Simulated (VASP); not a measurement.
# HC4 in VASP: further runs, part 2 of 2

VASP 6.6.1.

**4. Single point, PBE+D3(BJ)**

INCAR reads:

```
ALGO = Normal ; DIPOL = 0.5 0.5 0.241
EDIFF = 1E-7 ; ENCUT = 520
GGA = PE ; IDIPOL = 3
ISIF = 2 ; ISMEAR = 0
IVDW = 12 ; LASPH = T
LCHARG = F ; LDIPOL = T
LREAL = F ; LWAVE = F
NBANDS = 28 ; NELM = 80
PREC = Accurate ; SIGMA = 0.1
```

KPOINTS reads:

```
k-points
0
Gamma
  6 6 1
```

POSCAR reads:

```
HC4
1.0
    4.9313048819      0.0000000000      0.0000000000
   -2.4656524409      4.2706353015      0.0000000000
    0.0000000000      0.0000000000     18.0000331942
C H
8 2
Direct
    0.3333333333      0.1666666667      0.2222236565
    0.3333333333      0.6666666667      0.2222236565
    0.8333333333      0.1666666667      0.2222236565
    0.8333333333      0.6666666667      0.2222236565
    0.1666666667      0.3333333333      0.2222218124
    0.1666666667      0.8333333333      0.2222218124
    0.6666666667      0.3333333333      0.2222218124
    0.6666666667      0.8333333333      0.2222218124
    0.2135881515      0.1666666667      0.3183345904
    0.4530785152      0.1666666667      0.3183345904
```

Potentials or basis: VASP PAW PBE potentials, release 64 (C, H).

On the command line:

```console
> cat potpaw_PBE.64/C/POTCAR potpaw_PBE.64/H/POTCAR > POTCAR
> mpirun -np 1 vasp_std > vasp.out
```

OUTCAR:

```text
EDIFF = 1E-7
   ENCUT = 520
   GGA = PE
   ISIF = 2
   ISMEAR = 0
   IVDW = 12
   LASPH = T
   LREAL = F
   NELM = 80
   PREC = Accurate
 IVDW          = 12

 ion  position               nearest neighbor table
   1  0.333  0.167  0.222-   5 1.42   6 1.42   7 1.42
   2  0.333  0.667  0.222-   6 1.42   5 1.42   8 1.42
   3  0.833  0.167  0.222-   7 1.42   8 1.42   5 1.42
   4  0.833  0.667  0.222-   8 1.42   7 1.42   6 1.42
   5  0.167  0.333  0.222-   1 1.42   2 1.42   3 1.42
   6  0.167  0.833  0.222-   2 1.42   1 1.42   4 1.42
   7  0.667  0.333  0.222-   3 1.42   4 1.42   1 1.42
[... 624 lines left out ...]

 VOLUME and BASIS-vectors are now :
 -----------------------------------------------------------------------------
  energy-cutoff  :      520.00
  volume of cell :      379.08
      direct lattice vectors                 reciprocal lattice vectors
     4.931304882  0.000000000  0.000000000     0.202786083  0.117078599  0.000000000
    -2.465652441  4.270635301  0.000000000     0.000000000  0.234157199  0.000000000
     0.000000000  0.000000000 18.000033194     0.000000000  0.000000000  0.055555453

 POSITION                                       TOTAL-FORCE (eV/Angst)
 -----------------------------------------------------------------------------------
      1.23283      0.71177      4.00003        -0.000000     -0.174075     -1.659303
     -0.00000      2.84709      4.00003        -0.134967     -0.009446     -0.005378
      3.69848      0.71177      4.00003         0.000000      0.044001     -0.044116
      2.46565      2.84709      4.00003         0.134967     -0.009446     -0.005378
      0.00000      1.42355      4.00000        -0.305797      0.243040     -0.807708
     -1.23283      3.55886      4.00000        -0.000000     -0.450132     -0.973498
      2.46565      1.42355      4.00000         0.305797      0.243040     -0.807708
      1.23283      3.55886      4.00000        -0.000000     -0.007518      0.299477
      0.64233      0.71177      5.73003         4.225306      0.060268      2.001806
      1.82333      0.71177      5.73003        -4.225306      0.060268      2.001806
 -----------------------------------------------------------------------------------
    total drift:                               -0.000000      0.000122      0.000384

  FREE ENERGIE OF THE ION-ELECTRON SYSTEM (eV)
  ---------------------------------------------------
  free  energy   TOTEN  =       -78.3391201344 eV

  energy  without entropy=      -78.3391007611  energy(sigma->0) =      -78.33911045

 vacuum level on the upper side and lower side of the slab         2.278         1.419
```

OSZICAR:

```text
N       E                     dE             d eps       ncg     rms          rms(c)
DAV:   1     0.276931230257E+03    0.27693E+03   -0.12450E+04   752   0.899E+02
DAV:   2    -0.377722233222E+02   -0.31470E+03   -0.28785E+03  1144   0.217E+02
DAV:   3    -0.811868622302E+02   -0.43415E+02   -0.43091E+02   912   0.885E+01
DAV:   4    -0.824001121770E+02   -0.12132E+01   -0.12076E+01   972   0.187E+01
[... 16 lines left out ...]
DAV:  21    -0.774328599212E+02   -0.24532E-05   -0.29400E-08   584   0.646E-04    0.140E-04
DAV:  22    -0.774328610106E+02   -0.10894E-05   -0.11759E-08   568   0.368E-04    0.825E-05
DAV:  23    -0.774328614980E+02   -0.48745E-06   -0.51358E-09   580   0.241E-04    0.601E-05
DAV:  24    -0.774328616877E+02   -0.18971E-06   -0.28811E-09   604   0.157E-04    0.211E-05
DAV:  25    -0.774328617318E+02   -0.44084E-07   -0.50781E-10   580   0.924E-05
   1 F= -.78339120E+02 E0= -.78339110E+02  d E =-.193733E-04
```

Run time: 2.8 min. Hardware: 1 thread of Intel Xeon 6975P-C (Granite Rapids), shared host; peak memory 0.54 GiB.

Results:

* Free energy: -78.3391 eV
* Largest force: 4.676 eV/Å
* Band gap on the k mesh: 0.48 eV
* Dispersion energy per atom: -0.091 eV

Forces in eV/Å, atoms in the order of the input:
```
C    0.000 -0.174 -1.659
C   -0.135 -0.009 -0.005
C    0.000  0.044 -0.044
C    0.135 -0.009 -0.005
C   -0.306  0.243 -0.808
C    0.000 -0.450 -0.973
C    0.306  0.243 -0.808
C    0.000 -0.008  0.299
H    4.225  0.060  2.002
H   -4.225  0.060  2.002
```

Levels at points of the mesh, in eV from the valence-band top:
| k point | band 13 | band 14 | band 15 | band 16 | band 17 | band 18 | band 19 | band 20 | band 21 | band 22 |
| --- | --- | --- | --- | --- | --- | --- | --- | --- | --- | --- |
| (0.00, 0.00, 0.00) | -2.89 | -2.88 | -2.33 | -2.20 | -0.96 | 1.07 | 1.77 | 1.90 | 4.09 | 5.09 |
| (0.50, 0.00, 0.00) | -4.93 | -4.86 | -3.55 | -2.65 | -0.87 | 2.60 | 2.93 | 3.66 | 6.05 | 6.10 |
| (0.00, 0.50, 0.00) | -4.96 | -4.84 | -3.35 | -2.80 | -1.06 | 2.45 | 2.96 | 4.87 | 5.39 | 6.06 |

**5. Single point, PBE+D3(BJ)**

INCAR reads:

```
SYSTEM = HC4
ALGO = Normal ; DIPOL = 0.5 0.5 0.251
EDIFF = 1E-6 ; ENCUT = 520
GGA = PE ; IDIPOL = 3
ISIF = 2 ; ISMEAR = 0
IVDW = 12 ; LASPH = .True.
LCHARG = .False. ; LDIPOL = .True.
LREAL = .False. ; LWAVE = .False.
NBANDS = 28 ; NELM = 100
PREC = Accurate ; SIGMA = 0.1
```

KPOINTS reads:

```
k-points
0
Gamma
  6 6 1
  0 0 0
```

Changes to POSCAR since step 4:

```diff
@@ -16,3 +16,3 @@
     0.6666666667      0.8333333333      0.2222218124
-    0.2135881515      0.1666666667      0.3183345904
-    0.4530785152      0.1666666667      0.3183345904
+    0.2135881515      0.1666666667      0.3666678346
+    0.4530785152      0.1666666667      0.3666678346
```

Potentials or basis: VASP PAW PBE potentials, release 64 (C, H).

On the command line:

```console
> cat potpaw_PBE.64/C/POTCAR potpaw_PBE.64/H/POTCAR > POTCAR
> mpirun -np 1 vasp_std > vasp.out
```

OUTCAR:

```text
SYSTEM = HC4
   EDIFF = 1E-6
   ENCUT = 520
   GGA = PE
   ISIF = 2
   ISMEAR = 0
   IVDW = 12
   LASPH = .True.
   LREAL = .False.
   NELM = 100
   PREC = Accurate
 IVDW          = 12

 ion  position               nearest neighbor table
   1  0.333  0.167  0.222-   5 1.42   6 1.42   7 1.42
   2  0.333  0.667  0.222-   6 1.42   5 1.42   8 1.42
   3  0.833  0.167  0.222-   7 1.42   8 1.42   5 1.42
   4  0.833  0.667  0.222-   8 1.42   7 1.42   6 1.42
   5  0.167  0.333  0.222-   1 1.42   2 1.42   3 1.42
   6  0.167  0.833  0.222-   2 1.42   1 1.42   4 1.42
   7  0.667  0.333  0.222-   3 1.42   4 1.42   1 1.42
   8  0.667  0.833  0.222-   4 1.42   3 1.42   2 1.42
   9  0.214  0.167  0.367-
  10  0.453  0.167  0.367-

  LATTYP: Found a hexagonal cell.
 ALAT       =     4.9313048819
 C/A-ratio  =     3.6501562214

  Lattice vectors:

 A1 = (   4.9313048819,   0.0000000000,   0.0000000000)
 A2 = (  -2.4656524409,   4.2706353015,   0.0000000000)
 A3 = (   0.0000000000,   0.0000000000,  18.0000331942)

Analysis of symmetry for initial positions (statically):
=====================================================================
 Subroutine PRICEL returns:
 Original cell was already a primitive cell.

 Routine SETGRP: Setting up the symmetry group for a
 hexagonal supercell.

 Subroutine GETGRP returns: Found  2 space group operations
 (whereof  1 operations were pure point group operations)
 out of a pool of 24 trial point group operations.

The static configuration has the point symmetry C_1 .
 The point group associated with its full space group is C_1h.

Analysis of symmetry for dynamics (positions and initial velocities):
=====================================================================
 Subroutine PRICEL returns:
 Original cell was already a primitive cell.

 Routine SETGRP: Setting up the symmetry group for a
 hexagonal supercell.

 Subroutine GETGRP returns: Found  2 space group operations
 (whereof  1 operations were pure point group operations)
 out of a pool of 24 trial point group operations.
[... 143 lines left out ...]
   NGX = 19   NGY = 19   NGZ = 67

 dipolmoment           0.000000      0.000000     -0.010028 electrons x Angstroem

 number of electron      33.9999997 magnetization

 dipolmoment           0.000000      0.000000      0.032600 electrons x Angstroem

 Free energy of the ion-electron system (eV)
  ---------------------------------------------------
  ext. energy  EPLUGINS =         0.00000000
  ---------------------------------------------------
  free energy    TOTEN  =       -78.96111589 eV

  energy without entropy =      -78.95494320  energy(sigma->0) =      -78.95802955

 E-fermi :  -2.5995     XC(G=0):  -2.8319

 val. band max:       -2.6119006794   @ k =   0.3333   0.3333   0.0000
 cond. band min:      -2.5870439505   @ k =   0.3333   0.3333   0.0000
 fundamental gap:      0.0248567289
 Fermi energy:        -2.5994723150

 k-point     1 :       0.0000    0.0000    0.0000
  band No.  band energies     occupation
      1     -22.1151      2.00000
      2     -16.8732      2.00000
      3     -16.8710      2.00000
      4     -16.8702      2.00000
      5     -15.8319      2.00000
      6     -15.8312      2.00000
[... 392 lines left out ...]
     27       4.2160      0.00000
     28       4.5601      0.00000

------------------------ aborting loop because EDIFF is reached ----------------------------------------

 vacuum level on the upper side and lower side of the slab       (xc-potential included)         0.059        -0.146

 Edisp (eV)   -0.84540

 E8    (eV) :    -0.2529

  FORCE on cell =-STRESS in cart. coord.  units (eV):
  Direction    XX          YY          ZZ          XY          YZ          ZX
  --------------------------------------------------------------------------------------
  -------------------------------------------------------------------------------------
  Total      -5.43166     0.16615     0.81925     0.00000     0.03576     0.00000
  in kB     -22.95701     0.70222     3.46259     0.00000     0.15115     0.00000
  external pressure =       -6.26 kB  Pullay stress =        0.00 kB

 VOLUME and BASIS-vectors are now :
 -----------------------------------------------------------------------------
  energy-cutoff  :      520.00
  volume of cell :      379.08
      direct lattice vectors                 reciprocal lattice vectors
     4.931304882  0.000000000  0.000000000     0.202786083  0.117078599  0.000000000
    -2.465652441  4.270635301  0.000000000     0.000000000  0.234157199  0.000000000
     0.000000000  0.000000000 18.000033194     0.000000000  0.000000000  0.055555453

 POSITION                                       TOTAL-FORCE (eV/Angst)
 -----------------------------------------------------------------------------------
      1.23283      0.71177      4.00003        -0.000000     -0.001851     -0.281868
     -0.00000      2.84709      4.00003        -0.021822      0.007870      0.023362
      3.69848      0.71177      4.00003         0.000000      0.014169      0.037288
      2.46565      2.84709      4.00003         0.021822      0.007870      0.023362
      0.00000      1.42355      4.00000         0.062126     -0.024246     -0.056362
     -1.23283      3.55886      4.00000         0.000000      0.032842     -0.080535
      2.46565      1.42355      4.00000        -0.062126     -0.024246     -0.056362
      1.23283      3.55886      4.00000        -0.000000     -0.026161      0.050803
      0.64233      0.71177      6.60003         4.649839      0.006877      0.170155
      1.82333      0.71177      6.60003        -4.649839      0.006877      0.170155
 -----------------------------------------------------------------------------------
    total drift:                               -0.000000      0.000063      0.000499

  FREE ENERGIE OF THE ION-ELECTRON SYSTEM (eV)
  ---------------------------------------------------
  free  energy   TOTEN  =       -79.8065191795 eV

  energy  without entropy=      -79.8003464924  energy(sigma->0) =      -79.80343284

 vacuum level on the upper side and lower side of the slab         1.947         1.669
```

OSZICAR:

```text
N       E                     dE             d eps       ncg     rms          rms(c)
DAV:   1     0.269752212416E+03    0.26975E+03   -0.12417E+04   752   0.898E+02
DAV:   2    -0.392883641542E+02   -0.30904E+03   -0.29181E+03  1164   0.214E+02
DAV:   3    -0.828630783323E+02   -0.43575E+02   -0.43358E+02   876   0.885E+01
DAV:   4    -0.840810956964E+02   -0.12180E+01   -0.12133E+01   952   0.186E+01
[... 13 lines left out ...]
DAV:  18    -0.789610707231E+02   -0.42620E-04   -0.10173E-06   700   0.347E-03    0.116E-03
DAV:  19    -0.789611085007E+02   -0.37778E-04   -0.13852E-06   688   0.333E-03    0.579E-04
DAV:  20    -0.789611139841E+02   -0.54834E-05   -0.15693E-07   620   0.138E-03    0.236E-04
DAV:  21    -0.789611154783E+02   -0.14941E-05   -0.28384E-08   596   0.692E-04    0.180E-04
DAV:  22    -0.789611158898E+02   -0.41150E-06   -0.35987E-09   620   0.349E-04
   1 F= -.79806519E+02 E0= -.79803433E+02  d E =-.617269E-02
```

stdout:

```text
POSCAR found type information on POSCAR C H
 POSCAR found :  2 types and      10 ions
 scaLAPACK will be used
 LDA part: xc-table for (Slater+PW92), standard interpolation
 POSCAR, INCAR and KPOINTS ok, starting setup
 FFT: planning ... GRIDC
 FFT: planning ... GRID_SOFT
 FFT: planning ... GRID
 WAVECAR not read
 entering main loop
```

It took 3.3 min on 1 thread of Intel Xeon 6975P-C (Granite Rapids), shared host; peak memory 0.53 GiB.

Results:

| Property | Result |
| --- | --- |
| Free energy | -79.8065 eV |
| Largest force | 4.653 eV/Å |
| Band gap on the k mesh | 0.02 eV |
| Dispersion energy per atom | -0.085 eV |

Forces in eV/Å, atoms in the order of the input:
```
C    0.000 -0.002 -0.282
C   -0.022  0.008  0.023
C    0.000  0.014  0.037
C    0.022  0.008  0.023
C    0.062 -0.024 -0.056
C    0.000  0.033 -0.081
C   -0.062 -0.024 -0.056
C    0.000 -0.026  0.051
H    4.650  0.007  0.170
H   -4.650  0.007  0.170
```

Levels at points of the mesh, in eV from the valence-band top:
| k point | band 13 | band 14 | band 15 | band 16 | band 17 | band 18 | band 19 | band 20 | band 21 | band 22 |
| --- | --- | --- | --- | --- | --- | --- | --- | --- | --- | --- |
| (0.00, 0.00, 0.00) | -3.02 | -3.02 | -2.36 | -2.35 | -2.26 | 1.52 | 1.68 | 1.70 | 3.66 | 3.75 |
| (0.50, 0.00, 0.00) | -5.04 | -5.02 | -4.16 | -2.74 | -2.61 | 2.17 | 2.83 | 2.85 | 5.64 | 5.69 |
| (0.00, 0.50, 0.00) | -5.03 | -5.03 | -4.15 | -2.75 | -2.65 | 2.71 | 2.83 | 3.42 | 4.53 | 5.64 |

**6. Overview**

| cell | gap on the mesh (eV) | largest force (eV/Å) |
| --- | --- | --- |
| as given, atomic positions A | 1.06 | 4.24 |
| as given, atomic positions B | 0.11 | 3.55 |
| as given, atomic positions C | 0.48 | 4.68 |
| as given, atomic positions D | 0.02 | 4.65 |

Alike in all rows: task single point; level PBE+D3(BJ); potentials or basis VASP PAW PBE potentials, release 64 (C, H); no spin polarisation; k mesh 6 × 6 × 1; cutoff (eV) 520; smearing gaussian 0.1 eV.

Absolute energies hang on the potentials; compare differences alone.
